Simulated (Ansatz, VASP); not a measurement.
ZnO in VASP and in Ansatz

Contents of INCAR:

```
SYSTEM = ZnO
  PREC = Accurate
  ENCUT = 520
  EDIFF = 1E-6
  ISMEAR = 0
  SIGMA = 0.05
  LREAL = Auto
  LASPH = .TRUE.
  NELM = 100
  ALGO = Normal
  ISIF = 2
  LWAVE = .FALSE.
  LCHARG = .FALSE.
  LDIPOL = .TRUE.
  IDIPOL = 3
  DIPOL = 0.5 0.5 0.500
  GGA = PS
  NBANDS = 186
```

KPOINTS

```
regular mesh
0
G
  5 5 1
  0 0 0
```

File POSCAR:

```
ZnO
1.0
    5.2141142640      0.0000000000      0.0000000000
    0.0000000000      5.5946231896      0.0000000000
    0.0000000000      0.0000000000     27.9202288182
Zn O
18 18
Direct
    0.4999673605      0.1666666667      0.2686224403
    0.9999673605      0.8333333333      0.2686224403
    0.4999673605      0.6666666667      0.3264668303
    0.9999673605      0.3333333333      0.3264668303
    0.4999673605      0.1666666667      0.3843112202
    0.9999673605      0.8333333333      0.3843112202
    0.4999673605      0.6666666667      0.4421556101
    0.9999673605      0.3333333333      0.4421556101
    0.4999673605      0.1666666667      0.5000000000
    0.9999673605      0.8333333333      0.5000000000
    0.4999673605      0.6666666667      0.5578443899
    0.9999673605      0.3333333333      0.5578443899
    0.4999673605      0.1666666667      0.6156887798
    0.9999673605      0.8333333333      0.6156887798
    0.4999673605      0.6666666667      0.6735331697
    0.9999673605      0.3333333333      0.6735331697
    0.4999673605      0.1666666667      0.7313775597
    0.9999673605      0.8333333333      0.7313775597
    0.6210226395      0.8333333333      0.2686224403
    0.1210226395      0.1666666667      0.2686224403
    0.6210226395      0.3333333333      0.3264668303
    0.1210226395      0.6666666667      0.3264668303
    0.6210226395      0.8333333333      0.3843112202
    0.1210226395      0.1666666667      0.3843112202
    0.6210226395      0.3333333333      0.4421556101
    0.1210226395      0.6666666667      0.4421556101
    0.6210226395      0.8333333333      0.5000000000
    0.1210226395      0.1666666667      0.5000000000
    0.6210226395      0.3333333333      0.5578443899
    0.1210226395      0.6666666667      0.5578443899
    0.6210226395      0.8333333333      0.6156887798
    0.1210226395      0.1666666667      0.6156887798
    0.6210226395      0.3333333333      0.6735331697
    0.1210226395      0.6666666667      0.6735331697
    0.6210226395      0.8333333333      0.7313775597
    0.1210226395      0.1666666667      0.7313775597
```

Input for Ansatz:

```yaml
crystal:
  lattice:
    - [5.214114264, 0.0, 0.0]
    - [0.0, 5.5946231896, 0.0]
    - [0.0, 0.0, 27.9202288182]
  atoms:
    - { symbol: Zn, position: [0.4999673605, 0.1666666667, 0.2686224403] }
    - { symbol: Zn, position: [0.9999673605, 0.8333333333, 0.2686224403] }
    - { symbol: O, position: [0.6210226395, 0.8333333333, 0.2686224403] }
    - { symbol: O, position: [0.1210226395, 0.1666666667, 0.2686224403] }
    - { symbol: Zn, position: [0.4999673605, 0.6666666667, 0.3264668303] }
    - { symbol: Zn, position: [0.9999673605, 0.3333333333, 0.3264668303] }
    - { symbol: O, position: [0.6210226395, 0.3333333333, 0.3264668303] }
    - { symbol: O, position: [0.1210226395, 0.6666666667, 0.3264668303] }
    - { symbol: Zn, position: [0.4999673605, 0.1666666667, 0.3843112202] }
    - { symbol: Zn, position: [0.9999673605, 0.8333333333, 0.3843112202] }
    - { symbol: O, position: [0.6210226395, 0.8333333333, 0.3843112202] }
    - { symbol: O, position: [0.1210226395, 0.1666666667, 0.3843112202] }
    - { symbol: Zn, position: [0.4999673605, 0.6666666667, 0.4421556101] }
    - { symbol: Zn, position: [0.9999673605, 0.3333333333, 0.4421556101] }
    - { symbol: O, position: [0.6210226395, 0.3333333333, 0.4421556101] }
    - { symbol: O, position: [0.1210226395, 0.6666666667, 0.4421556101] }
    - { symbol: Zn, position: [0.4999673605, 0.1666666667, 0.5] }
    - { symbol: Zn, position: [0.9999673605, 0.8333333333, 0.5] }
    - { symbol: O, position: [0.6210226395, 0.8333333333, 0.5] }
    - { symbol: O, position: [0.1210226395, 0.1666666667, 0.5] }
    - { symbol: Zn, position: [0.4999673605, 0.6666666667, 0.5578443899] }
    - { symbol: Zn, position: [0.9999673605, 0.3333333333, 0.5578443899] }
    - { symbol: O, position: [0.6210226395, 0.3333333333, 0.5578443899] }
    - { symbol: O, position: [0.1210226395, 0.6666666667, 0.5578443899] }
    - { symbol: Zn, position: [0.4999673605, 0.1666666667, 0.6156887798] }
    - { symbol: Zn, position: [0.9999673605, 0.8333333333, 0.6156887798] }
    - { symbol: O, position: [0.6210226395, 0.8333333333, 0.6156887798] }
    - { symbol: O, position: [0.1210226395, 0.1666666667, 0.6156887798] }
    - { symbol: Zn, position: [0.4999673605, 0.6666666667, 0.6735331697] }
    - { symbol: Zn, position: [0.9999673605, 0.3333333333, 0.6735331697] }
    - { symbol: O, position: [0.6210226395, 0.3333333333, 0.6735331697] }
    - { symbol: O, position: [0.1210226395, 0.6666666667, 0.6735331697] }
    - { symbol: Zn, position: [0.4999673605, 0.1666666667, 0.7313775597] }
    - { symbol: Zn, position: [0.9999673605, 0.8333333333, 0.7313775597] }
    - { symbol: O, position: [0.6210226395, 0.8333333333, 0.7313775597] }
    - { symbol: O, position: [0.1210226395, 0.1666666667, 0.7313775597] }
basis:
  ecutwfc: 420
kpoints:
  mp_grid: { grid: [5, 5, 1] }
hamiltonian:
  xc: pbesol
scf:
  occupations: { method: gaussian, width: 0.05 }
output:
  forces: true
  stress: true
  eigenvalues: true
  write_density: true
  write_potential: true
  elf: true
  volumetric_format: npy
efield:
  axis: 3
  dipole_correction: true
```

Alike in both runs: task single point; functional PBEsol; k mesh 5 × 5 × 1; occupations gaussian, width 0.05 eV; no spin polarisation.

```csv
,VASP,Ansatz
version,VASP 6.6.1,Ansatz 0.2.0
potentials or method,"VASP PAW PBE potentials, release 64 (Zn, O), cutoff 520 eV","scalar-relativistic, plane waves, PAW"
valence electrons in the cell,324,324
```

|  | VASP | Ansatz | Ansatz less VASP |
| --- | --- | --- | --- |
| gap on the k mesh at the Fermi level (eV) | 0.82 | 0.84 | +0.018 |
| least direct gap on the mesh (eV) | 0.82 | 0.84 | +0.018 |
| rms of the force components (eV/Å) | 0.385 | 0.393 | +0.0080 |

VASP's potentials were made for PBE, not for PBEsol. The functional is the same, so the differences come from potentials, cutoffs and numerics. Ansatz's warnings: xc potential rough in thin density.
